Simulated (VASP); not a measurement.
# Rb in VASP: further runs

The runs below take Rb through single point, relaxation of the atoms, with PBE.

Everything below comes from runs of VASP 6.6.1. Logs are shortened: lines on timing, memory, paths and dates and some standing lists are left out, and cuts for length are marked.

## 1. The cell of the first run

The typed cell holds 2 atoms: a = 5.088 Å, b = 5.088 Å, c = 8.442 Å, α = 90.00°, β = 90.00°, γ = 120.00°.

This isn't the form of Rb at room conditions, which is bcc.

## 2. Single point, PBE

Input file INCAR:

```
  ALGO = Normal
  EDIFF = 1E-6
  ENCUT = 500
  GGA = PE
  GGA_COMPAT = False
  ISIF = 2
  ISMEAR = -1
  LASPH = True
  LCHARG = True
  LELF = True
  LREAL = False
  LVHAR = True
  LWAVE = False
  NBANDS = 16
  NELM = 120
  PREC = Accurate
  SIGMA = 0.1
```

Input file KPOINTS:

```
k-points
0
Gamma
  4 4 2
```

Input file POSCAR:

```
Rb
1.0
    5.0881939612      0.0000000000      0.0000000000
   -2.5440969806      4.4065052298      0.0000000000
    0.0000000000      0.0000000000      8.4421000000
Rb
2
Direct
    0.3340220793      0.6666994273      0.2512849530
    0.6678417513      0.3303850379      0.7506653112
```

Potentials or basis: VASP PAW PBE potentials, release 64 (Rb_sv).

The run is started by

```
$ cat potpaw_PBE.64/Rb_sv/POTCAR > POTCAR
$ mpirun -np 1 vasp_std > vasp.out
```

OUTCAR:

```text
EDIFF = 1E-6
   ENCUT = 500
   GGA = PE
   ISIF = 2
   ISMEAR = -1
   LASPH = True
   LREAL = False
   NELM = 120
   PREC = Accurate

 ion  position               nearest neighbor table
   1  0.334  0.667  0.251-   2 5.13   2 5.14   2 5.14   2 5.15   2 5.15   2 5.16
   2  0.668  0.330  0.751-   1 5.13   1 5.14   1 5.14   1 5.15   1 5.15   1 5.16

  LATTYP: Found a hexagonal cell.
 ALAT       =     5.0881939612
 C/A-ratio  =     1.6591545182

  Lattice vectors:

 A1 = (   5.0881939612,   0.0000000000,   0.0000000000)
 A2 = (  -2.5440969806,   4.4065052298,   0.0000000000)
 A3 = (   0.0000000000,   0.0000000000,   8.4421000000)

Analysis of symmetry for initial positions (statically):
=====================================================================
 Subroutine PRICEL returns:
 Original cell was already a primitive cell.

 Routine SETGRP: Setting up the symmetry group for a
 hexagonal supercell.

 Subroutine GETGRP returns: Found  2 space group operations
 (whereof  1 operations were pure point group operations)
 out of a pool of 24 trial point group operations.

The static configuration has the point symmetry C_1 .
 The point group associated with its full space group is S_2 .

Analysis of symmetry for dynamics (positions and initial velocities):
=====================================================================
 Subroutine PRICEL returns:
 Original cell was already a primitive cell.

 Routine SETGRP: Setting up the symmetry group for a
 hexagonal supercell.

 Subroutine GETGRP returns: Found  2 space group operations
 (whereof  1 operations were pure point group operations)
 out of a pool of 24 trial point group operations.

The dynamic configuration has the point symmetry C_1 .
 The point group associated with its full space group is S_2 .

 Subroutine INISYM returns: Found  2 space group operations
 (whereof  1 operations are pure point group operations),
 and found     1 'primitive' translations

----------------------------------------------------------------------------------------

                                     Primitive cell

  volume of cell :     189.2816

  direct lattice vectors                    reciprocal lattice vectors
     5.088193961  0.000000000  0.000000000     0.196533388  0.113468605  0.000000000
[... 71 lines left out ...]
 SYSTEM =  unknown system
   PREC   = accura    normal or accurate (medium, high low for compatibility)
   ISTART =      0    job   : 0-new  1-cont  2-samecut
   ICHARG =      2    charge: 1-file 2-atom 10-const
   ISPIN  =      1    spin polarized calculation?
   LNONCOLLINEAR =      F non collinear calculations
   LSORBIT =      F    spin-orbit coupling
   LASPH  =      T    aspherical Exc in radial PAW
   ENCUT  =  500.0 eV  36.75 Ry    6.06 a.u.   9.28  9.28 15.39*2*pi/ulx,y,z
   NELM   =    120;   NELMIN=  2; NELMDL= -5     # of ELM steps
   EDIFF  = 0.1E-05   stopping-criterion for ELM
   LREAL  =      F    real-space projection
[... 7 lines left out ...]
   TEBEG  =    0.0;   TEEND  =   0.0 temperature during run
   PSTRESS=    0.0 pullay stress
   NELECT =      18.0000    total number of electrons
   NUPDOWN=      -1.0000    fix difference up-down
   EMIN   =  10.00;   EMAX   =-10.00  energy-range for DOS
   EFERMI =   0.00;   METHOD = LEGACY
   ISMEAR =    -1;   SIGMA  =   0.10  broadening in eV -4-tet -1-fermi 0-gaus
   EFERMI_NEDOS =   21; number of points for ismear=-14 and -15
   IALGO  =     38    algorithm
   IMIX   =      4    mixing-type and parameters
     AMIX     =   0.40;   BMIX     =  1.00
     AMIX_MAG =   1.60;   BMIX_MAG =  1.00
  volume/ion in A,a.u.               =      94.64       638.67
  Fermi-wavevector in a.u.,A,eV,Ry     =   0.747245  1.412088  7.597149  0.558375
  Thomas-Fermi vector in A             =   1.843255
   LORBIT       =      0    0 simple, 1 ext, 2 COOP (PROOUT), +10 PAW based schemes
   GGA     = PE    functional components
   LHFCALC =     F    Hartree Fock is set to
   AEXX    =    0.0000 exact exchange contribution
   IVDW    =     0    specifies the selected vdW correction
   LEPSILON=     F    determine dielectric tensor
   LRPA    =     F    only Hartree local field effects (RPA)
 non-spin polarized calculation
  energy-cutoff  :      500.00
  volume of cell :      189.28
 maximum number of plane-waves:      4866
 NGX is ok and might be reduce to    40
   NGX = 19   NGY = 19   NGZ = 31

 number of electron      18.0000000 magnetization

 Free energy of the ion-electron system (eV)
  ---------------------------------------------------
  ext. energy  EPLUGINS =         0.00000000
  ---------------------------------------------------
  free energy    TOTEN  =        -1.89172400 eV

  energy without entropy =       -1.81989500  energy(sigma->0) =       -1.85580950

 E-fermi :   0.0179     XC(G=0):  -5.3702

 val. band max:       -0.0138967251   @ k =   0.0000   0.5000   0.0000
 cond. band min:       0.0227454325   @ k =   0.0000   0.0000   0.0000
 fundamental gap:      0.0366421577
 Fermi energy:         0.0178553899

 k-point     1 :       0.0000    0.0000    0.0000
  band No.  band energies     occupation
      1     -28.9875      2.00000
      2     -28.9846      2.00000
      3     -13.1130      2.00000
      4     -13.0451      2.00000
      5     -13.0448      2.00000
      6     -13.0346      2.00000
[... 357 lines left out ...]
      3     -13.1024      2.00000
      4     -13.1024      2.00000
      5     -13.0727      2.00000
      6     -13.0725      2.00000
[... 8 lines left out ...]
     15       3.4018      0.00000
     16       3.4053      0.00000

------------------------ aborting loop because EDIFF is reached ----------------------------------------

  FORCE on cell =-STRESS in cart. coord.  units (eV):
  Direction    XX          YY          ZZ          XY          YZ          ZX
  --------------------------------------------------------------------------------------
  -------------------------------------------------------------------------------------
  Total        0.0464977      0.0503838     -0.3631027      0.0015168      0.0000194     -0.0000037
  in kB        0.3935806      0.4264745     -3.0734890      0.0128394      0.0001642     -0.0000315
  external PRESSURE =      -0.7511446 kB  Pullay stress =       0.0000000 kB

 VOLUME and BASIS-vectors are now :
 -----------------------------------------------------------------------------
  energy-cutoff  :      500.00
  volume of cell :      189.28
      direct lattice vectors                 reciprocal lattice vectors
     5.088193961  0.000000000  0.000000000     0.196533388  0.113468605  0.000000000
    -2.544096981  4.406505230  0.000000000     0.000000000  0.226937209  0.000000000
     0.000000000  0.000000000  8.442100000     0.000000000  0.000000000  0.118453939

 POSITION                                       TOTAL-FORCE (eV/Angst)
 -----------------------------------------------------------------------------------
      0.00342      2.93781      2.12137         0.000458     -0.000627     -0.001440
      2.55758      1.45584      6.33719        -0.000458      0.000627      0.001440
 -----------------------------------------------------------------------------------
    total drift:                               -0.000000     -0.000000     -0.000001

  FREE ENERGIE OF THE ION-ELECTRON SYSTEM (eV)
  ---------------------------------------------------
  free  energy   TOTEN  =        -1.8917240049 eV

  energy  without entropy=       -1.8198950022  energy(sigma->0) =       -1.85580950
```

OSZICAR:

```text
N       E                     dE             d eps       ncg     rms          rms(c)
DAV:   1     0.113586422413E+03    0.11359E+03   -0.67095E+03   640   0.822E+02
DAV:   2     0.108544526052E+02   -0.10273E+03   -0.98966E+02   856   0.176E+02
DAV:   3    -0.504748419120E+00   -0.11359E+02   -0.11155E+02   896   0.570E+01
DAV:   4    -0.188232325051E+01   -0.13776E+01   -0.13774E+01  1136   0.133E+01
DAV:   5    -0.188825886952E+01   -0.59356E-02   -0.59354E-02   888   0.106E+00    0.160E+00
DAV:   6    -0.188957696260E+01   -0.13181E-02   -0.32240E-03   920   0.327E-01    0.965E-01
DAV:   7    -0.189147293533E+01   -0.18960E-02   -0.52173E-03   768   0.391E-01    0.610E-02
DAV:   8    -0.189170321738E+01   -0.23028E-03   -0.31990E-04   872   0.113E-01    0.158E-02
DAV:   9    -0.189172326353E+01   -0.20046E-04   -0.17095E-05   984   0.254E-02    0.706E-03
DAV:  10    -0.189172400493E+01   -0.74141E-06   -0.63681E-06   800   0.127E-02
   1 F= -.18917240E+01 E0= -.18558095E+01  d E =-.718290E-01
```

stdout:

```text
POSCAR found type information on POSCAR Rb
 POSCAR found :  1 types and       2 ions
 scaLAPACK will be used
 LDA part: xc-table for (Slater+PW92), standard interpolation
 POSCAR, INCAR and KPOINTS ok, starting setup
 FFT: planning ... GRIDC
 FFT: planning ... GRID_SOFT
 FFT: planning ... GRID
 WAVECAR not read
 entering main loop
```

Wall time 38 s (1 thread of Intel Xeon Platinum 8259CL at 2.50GHz (Skylake/Cascade Lake), shared host); peak memory 0.3 GiB.

What came out:

| Quantity | Value |
| --- | --- |
| Free energy | -1.8917 eV |
| Pressure | -0.1 GPa |
| Band gap on the k mesh | zero (bands 9 and 10 overlap by 1.71 eV) |

Levels at points of the mesh, in eV from the Fermi level:
| k point | band 5 | band 6 | band 7 | band 8 | band 9 | band 10 | band 11 | band 12 | band 13 | band 14 |
| --- | --- | --- | --- | --- | --- | --- | --- | --- | --- | --- |
| (0.00, 0.00, 0.00) | -13.06 | -13.05 | -13.05 | -13.05 | -2.01 | 0.00 | 0.50 | 3.36 | 3.37 | 3.38 |
| (0.50, 0.00, 0.00) | -13.10 | -13.08 | -13.07 | -13.06 | -0.03 | 0.23 | 1.21 | 1.47 | 1.90 | 2.29 |
| (0.00, 0.50, 0.00) | -13.09 | -13.08 | -13.07 | -13.06 | -0.03 | 0.23 | 1.22 | 1.47 | 1.90 | 2.29 |
| (0.50, 0.50, 0.00) | -13.10 | -13.08 | -13.07 | -13.06 | -0.04 | 0.23 | 1.21 | 1.47 | 1.91 | 2.29 |
| (0.00, 0.00, 0.50) | -13.06 | -13.06 | -13.06 | -13.06 | -1.38 | -1.38 | 2.14 | 2.15 | 3.41 | 3.42 |
| (0.50, 0.00, 0.50) | -13.07 | -13.07 | -13.07 | -13.07 | 0.33 | 0.33 | 0.79 | 0.79 | 2.40 | 2.41 |
| (0.00, 0.50, 0.50) | -13.07 | -13.07 | -13.07 | -13.07 | 0.33 | 0.33 | 0.80 | 0.80 | 2.40 | 2.41 |
| (0.50, 0.50, 0.50) | -13.07 | -13.07 | -13.07 | -13.07 | 0.33 | 0.33 | 0.79 | 0.79 | 2.41 | 2.41 |

Caveat: the k points lie up to 0.37 Å⁻¹ apart, too coarse for converged energies and pressures of a metal.

## 3. Relaxation of the atoms, PBE

Input file INCAR:

```
SYSTEM = Rb
PREC = Accurate
ENCUT = 450
EDIFF = 1E-7
ISMEAR = -1
SIGMA = 0.1
LREAL = .False.
LASPH = .True.
NELM = 120
ALGO = Normal
ISIF = 2
LWAVE = .False.
LCHARG = .False.
GGA = PE
IBRION = 2
NSW = 80
EDIFFG = -0.01
GGA_COMPAT = .False.
NELMIN = 4
```

Input file KPOINTS:

```
Automatic mesh
0
Gamma
  4 4 2
  0 0 0
```

Input file POSCAR:

```
Rb
1.0
    5.0882000000      0.0000000000      0.0000000000
   -2.5441000000      4.4065000000      0.0000000000
    0.0000000000      0.0000000000      8.4421000000
Rb
2
Direct
    0.3333333333      0.6666666667      0.2500000000
    0.6666666667      0.3333333333      0.7500000000
```

Potentials or basis: VASP PAW PBE potentials, release 64 (Rb_sv).

The run is started by

```
$ cat potpaw_PBE.64/Rb_sv/POTCAR > POTCAR
$ mpirun -np 1 vasp_std > vasp.out
```

Run time: 12 s. Hardware: 1 thread of Intel Xeon Platinum 8259CL at 2.50GHz (Skylake/Cascade Lake), shared host; peak memory 0.25 GiB.

The run converged. Its results:

| Item | Value |
| --- | --- |
| Free energy | -1.8918 eV |
| Pressure after relaxing | -0.1 GPa |
| Band gap on the k mesh | zero (bands 9 and 10 overlap by 1.71 eV) |

Stress tensor (GPa, compression positive):
```
 0.04  0.00  0.00
 0.00  0.04  0.00
 0.00  0.00 -0.31
```

Final structure:
```yaml
crystal:
  lattice:
    - [5.08820, 0.00000, 0.00000]
    - [-2.54410, 4.40650, 0.00000]
    - [0.00000, 0.00000, 8.44210]
  atoms:
    - { symbol: Rb, position: [0.33333, 0.66667, 0.25000] }
    - { symbol: Rb, position: [0.66667, 0.33333, 0.75000] }
```

Levels at points of the mesh, in eV from the Fermi level:
```
           k point  band 5  band 6  band 7  band 8  band 9  band 10  band 11  band 12  band 13
(0.00, 0.00, 0.00)  -13.06  -13.05  -13.05  -13.05   -2.01     0.00     0.50     3.37     3.38
(0.50, 0.00, 0.00)  -13.10  -13.08  -13.07  -13.07   -0.03     0.23     1.21     1.47     1.91
(0.00, 0.00, 0.50)  -13.06  -13.06  -13.06  -13.06   -1.38    -1.38     2.14     2.14     3.42
(0.50, 0.00, 0.50)  -13.07  -13.07  -13.07  -13.07    0.33     0.33     0.79     0.79     2.41
```

Caveat: the k points lie up to 0.37 Å⁻¹ apart, too coarse for converged energies and pressures of a metal.

The gap in the log of VASP goes by the Fermi energy; the results here count the filled bands.